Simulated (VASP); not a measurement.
# Na (P6_3/mmc) in VASP: further runs, part 2 of 2

VASP 6.6.1. Earlier steps stand in the parts before.

**4. Single point, PBEsol**

This run uses another cell than the first one, of 30.32 Å³/atom.

Input file INCAR:

```
SYSTEM = Na
PREC = Accurate ; ENCUT = 520
EDIFF = 1E-7 ; ISMEAR = -1
SIGMA = 0.08 ; LREAL = .FALSE.
LASPH = .TRUE. ; NELM = 100
ALGO = Normal ; ISIF = 2
LWAVE = .FALSE. ; LCHARG = .FALSE.
GGA = PS ; NBANDS = 14
```

Input file KPOINTS:

```
regular mesh
0
G
  14 14 8
  0 0 0
```

Input file POSCAR:

```
Na
1.0
    3.4988102463      0.0000000000      0.0000000000
   -1.7494051231      3.0300585563      0.0000000000
    0.0000000000      0.0000000000      5.7196258408
Na
2
Direct
    0.3333333333      0.6666666667      0.2500000000
    0.6666666667      0.3333333333      0.7500000000
```

Potentials or basis: VASP PAW PBE potentials, release 64 (Na_pv).

On the command line:

```bash
cat potpaw_PBE.64/Na_pv/POTCAR > POTCAR
mpirun -np 1 vasp_std > vasp.out
```

OUTCAR:

```text
SYSTEM = Na
   PREC = Accurate
   ENCUT = 520
   EDIFF = 1E-7
   ISMEAR = -1
   LREAL = .FALSE.
   LASPH = .TRUE.
   NELM = 100
   ISIF = 2
   GGA = PS

 ion  position               nearest neighbor table
   1  0.333  0.667  0.250-
   2  0.667  0.333  0.750-

  LATTYP: Found a hexagonal cell.
 ALAT       =     3.4988102463
 C/A-ratio  =     1.6347345064

  Lattice vectors:

 A1 = (   3.4988102463,   0.0000000000,   0.0000000000)
 A2 = (  -1.7494051231,   3.0300585563,   0.0000000000)
 A3 = (   0.0000000000,   0.0000000000,   5.7196258408)

Analysis of symmetry for initial positions (statically):
=====================================================================
 Subroutine PRICEL returns:
 Original cell was already a primitive cell.

 Routine SETGRP: Setting up the symmetry group for a
 hexagonal supercell.

 Subroutine GETGRP returns: Found 24 space group operations
 (whereof 12 operations were pure point group operations)
 out of a pool of 24 trial point group operations.

The static configuration has the point symmetry D_3d.
 The point group associated with its full space group is D_6h.

Analysis of symmetry for dynamics (positions and initial velocities):
=====================================================================
 Subroutine PRICEL returns:
 Original cell was already a primitive cell.

 Routine SETGRP: Setting up the symmetry group for a
 hexagonal supercell.

 Subroutine GETGRP returns: Found 24 space group operations
 (whereof 12 operations were pure point group operations)
 out of a pool of 24 trial point group operations.

The dynamic configuration has the point symmetry D_3d.
 The point group associated with its full space group is D_6h.

 Subroutine INISYM returns: Found 24 space group operations
 (whereof 12 operations are pure point group operations),
 and found     1 'primitive' translations

[... 119 lines left out ...]
   GGA     = PS    functional components
   LHFCALC =     F    Hartree Fock is set to
   AEXX    =    0.0000 exact exchange contribution
   IVDW    =     0    specifies the selected vdW correction
   LEPSILON=     F    determine dielectric tensor
   LRPA    =     F    only Hartree local field effects (RPA)
 non-spin polarized calculation
  energy-cutoff  :      520.00
  volume of cell :       60.64
 maximum number of plane-waves:      1665
 NGX is ok and might be reduce to    28
   NGX = 13   NGY = 13   NGZ = 21

 number of electron      13.9999992 magnetization

 Free energy of the ion-electron system (eV)
  ---------------------------------------------------
  ext. energy  EPLUGINS =         0.00000000
  ---------------------------------------------------
  free energy    TOTEN  =        -2.74434079 eV

  energy without entropy =       -2.72700718  energy(sigma->0) =       -2.73567399

 E-fermi :   0.9378     XC(G=0):  -7.0584

 val. band max:        0.8794921489   @ k =   0.2143   0.0714   0.2500
 cond. band min:       0.9431509247   @ k =   0.2857   0.2143   0.3750
 fundamental gap:      0.0636587758
 Fermi energy:         0.9378375846

 k-point     1 :       0.0000    0.0000    0.0000
  band No.  band energies     occupation
      1     -23.7803      2.00000
      2     -23.7181      2.00000
      3     -23.7181      2.00000
      4     -23.7086      2.00000
      5     -23.7086      2.00000
      6     -23.7084      2.00000
      7      -2.7892      2.00000
      8       1.5050      0.00167
      9       2.1137      0.00000
     10      12.1029      0.00000
     11      12.1029      0.00000
     12      12.6065      0.00000
     13      12.7388      0.00000
     14      12.7389      0.00000
[... 377 lines left out ...]
      1     -23.7631      2.00000
      2     -23.7522      2.00000
      3     -23.7508      2.00000
      4     -23.7387      2.00000
      5     -23.7382      2.00000
      6     -23.7325      2.00000
      7       2.0802      0.00000
      8       2.3582      0.00000
      9       3.3057      0.00000
     10       6.0603      0.00000
     11       6.1929      0.00000
     12       6.6559      0.00000
     13       7.2091      0.00000
     14       8.3526      0.00000

 [... further k-points ...]

------------------------ aborting loop because EDIFF is reached ----------------------------------------

  FORCE on cell =-STRESS in cart. coord.  units (eV):
  Direction    XX          YY          ZZ          XY          YZ          ZX
  --------------------------------------------------------------------------------------
  -------------------------------------------------------------------------------------
  Total        0.7592179      0.7592179      0.7613022      0.0000000      0.0000000      0.0000000
  in kB       20.0603270     20.0603270     20.1153976      0.0000000      0.0000000      0.0000000
  external PRESSURE =      20.0786838 kB  Pullay stress =       0.0000000 kB

 VOLUME and BASIS-vectors are now :
 -----------------------------------------------------------------------------
  energy-cutoff  :      520.00
  volume of cell :       60.64
      direct lattice vectors                 reciprocal lattice vectors
     3.498810246  0.000000000  0.000000000     0.285811441  0.165013313  0.000000000
    -1.749405123  3.030058556  0.000000000     0.000000000  0.330026625  0.000000000
     0.000000000  0.000000000  5.719625841     0.000000000  0.000000000  0.174836611

 POSITION                                       TOTAL-FORCE (eV/Angst)
 -----------------------------------------------------------------------------------
     -0.00000      2.02004      1.42991         0.000000     -0.000000      0.000000
      1.74941      1.01002      4.28972        -0.000000      0.000000     -0.000000
 -----------------------------------------------------------------------------------
    total drift:                               -0.000000      0.000000      0.000000

  FREE ENERGIE OF THE ION-ELECTRON SYSTEM (eV)
  ---------------------------------------------------
  free  energy   TOTEN  =        -2.7443407936 eV

  energy  without entropy=       -2.7270071825  energy(sigma->0) =       -2.73567399
```

Wall time 86 s (1 thread of Intel Xeon 8259CL, shared host); peak memory 0.22 GiB.

What came out:

```
Free energy            : -2.7443 eV
Pressure               : 2.0 GPa
Band gap on the k mesh : zero (bands 7 and 8 overlap by 4.59 eV)
```

Levels at points of the mesh, in eV from the Fermi level:
```
           k point  band 5  band 6  band 7  band 8  band 9  band 10
(0.00, 0.00, 0.00)  -24.65  -24.65   -3.73    0.57    1.18    11.17
(0.50, 0.00, 0.00)  -24.66  -24.66    0.24    0.47    4.16     4.38
(0.00, 0.00, 0.50)  -24.65  -24.65   -2.54   -2.54    6.22     6.22
(0.50, 0.00, 0.50)  -24.66  -24.66    1.16    1.16    1.80     1.80
```

Caveat: the PAW data sets were made with another functional, which shifts forces and pressure a little.

**5. Single point, PBEsol**

This run uses another cell than the first one, of 32.78 Å³/atom.

Input file INCAR:

```
  PREC = Accurate
  ENCUT = 520
  EDIFF = 1E-7
  ISMEAR = -1
  SIGMA = 0.08
  LREAL = F
  LASPH = T
  NELM = 80
  ALGO = Normal
  ISIF = 2
  LWAVE = F
  LCHARG = T
  GGA = PS
  LELF = T
  LVHAR = T
  NBANDS = 14
```

Input file KPOINTS:

```
regular mesh
0
Gamma
  14 14 8
```

Input file POSCAR:

```
Na
1.0
    3.5915309059      0.0000000000      0.0000000000
   -1.7957654530      3.1103570030      0.0000000000
    0.0000000000      0.0000000000      5.8690560360
Na
2
Direct
    0.3333333333      0.6666666667      0.2500000000
    0.6666666667      0.3333333333      0.7500000000
```

On the command line:

```bash
cat potpaw_PBE.64/Na_pv/POTCAR > POTCAR
mpirun -np 1 vasp_std > vasp.out
```

It took 97 s on 1 thread of Intel Xeon 8259CL, shared host; peak memory 0.23 GiB.

Results (log left out):

```yaml
Free_energy: -2.7898 eV
Pressure: 1.0 GPa
Band_gap_on_the_k_mesh: zero (bands 7 and 8 overlap by 4.39 eV)
```

Levels at points of the mesh, in eV from the Fermi level:
```tsv
k point	band 5	band 6	band 7	band 8	band 9	band 10
(0.00, 0.00, 0.00)	-24.69	-24.69	-3.54	0.56	1.10	10.69
(0.50, 0.00, 0.00)	-24.70	-24.70	0.24	0.43	4.04	4.17
(0.00, 0.00, 0.50)	-24.69	-24.69	-2.42	-2.42	5.94	5.94
(0.50, 0.00, 0.50)	-24.70	-24.70	1.12	1.12	1.70	1.70
```

Caveat: the PAW data sets were made with another functional, which shifts forces and pressure a little.

**6. Summary**

| cell | gap on the mesh (eV) | pressure (GPa) |
| --- | --- | --- |
| a = 3.237, b = 3.237, c = 5.296 Å, angles 90.0, 90.0, 120.0°, 2 atoms | none | 6.9 |
| a = 3.369, b = 3.369, c = 5.509 Å, angles 90.0, 90.0, 120.0°, 2 atoms | none | 4.0 |
| a = 3.499, b = 3.499, c = 5.720 Å, angles 90.0, 90.0, 120.0°, 2 atoms | none | 2.0 |
| a = 3.592, b = 3.592, c = 5.869 Å, angles 90.0, 90.0, 120.0°, 2 atoms | none | 1.0 |

Alike in all rows: task single point; level PBEsol; potentials or basis VASP PAW PBE potentials, release 64 (Na_pv); no spin polarisation; k mesh 14 × 14 × 8; cutoff (eV) 520; smearing fermi-dirac 0.08 eV.

Caveats: the PAW data sets were made with another functional, which shifts forces and pressure a little; the cell stands under pressure (at least some runs).

Absolute energies hang on the potentials; compare differences alone.
